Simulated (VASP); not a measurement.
Write the native input for VASP 6.6.1 that does the following.

- Task: single point
- Functional: r2SCAN
- Potentials or basis: VASP PAW PBE potentials, release 64 (Si)
- Cutoff: 550 eV
- k mesh: 8 × 8 × 8
- Occupations: gaussian, width 0.02 eV
- Spin: no spin polarisation
- Dipole correction: no
- Further INCAR settings: ALGO = Normal; EDIFF = 1e-06; NBANDS = 11

Crystal: Si.

```
Si
1.0
     0.00000    2.72199    2.72199
     2.72199    0.00000    2.72199
     2.72199    2.72199    0.00000
Si
2
Direct
  0.00000 0.00000 0.00000
  0.25000 0.25000 0.25000
```

These files were run (other wordings do the same):

POSCAR

```
Si
1.0
    0.0000000000      2.7219899058      2.7219899058
    2.7219899058      0.0000000000      2.7219899058
    2.7219899058      2.7219899058      0.0000000000
Si
2
Direct
    0.0000000000      0.0000000000      0.0000000000
    0.2500000000      0.2500000000      0.2500000000
```

INCAR.step1

```
PREC = Accurate
ENCUT = 550
ISMEAR = 0
SIGMA = 0.02
LREAL = F
LASPH = T
NELM = 120
NBANDS = 11
GGA = PE
ALGO = Normal
EDIFF = 1E-5
LWAVE = T
LCHARG = F
GGA_COMPAT = F
```

INCAR.step2

```
PREC = Accurate
ENCUT = 550
EDIFF = 1E-6
ISMEAR = 0
SIGMA = 0.02
LREAL = F
LASPH = T
NELM = 120
ALGO = Normal
ISIF = 2
LWAVE = F
LCHARG = F
METAGGA = R2SCAN
LMIXTAU = T
NBANDS = 11
ISTART = 1
GGA_COMPAT = F
```

KPOINTS

```
Automatic mesh
0
Gamma
  8 8 8
```

Potentials or basis: VASP PAW PBE potentials, release 64 (Si).

Launch:

```console
$ cat potpaw_PBE.64/Si/POTCAR > POTCAR
$ cp INCAR.step1 INCAR
$ mpirun -np 1 vasp_std > vasp.out
$ cp INCAR.step2 INCAR
$ mpirun -np 1 vasp_std > vasp.out
```

It gave:

* Pressure: -0.2 GPa
* Band gap on the k mesh: 0.83 eV (least direct gap 2.75 eV)

Caveat: the PAW data sets were made with another functional, which shifts forces and pressure a little.

Run time: 23 s on 1 thread of Intel(R) Xeon(R) 6975P-C (Granite Rapids) (shared host), peak memory 0.16 GiB.
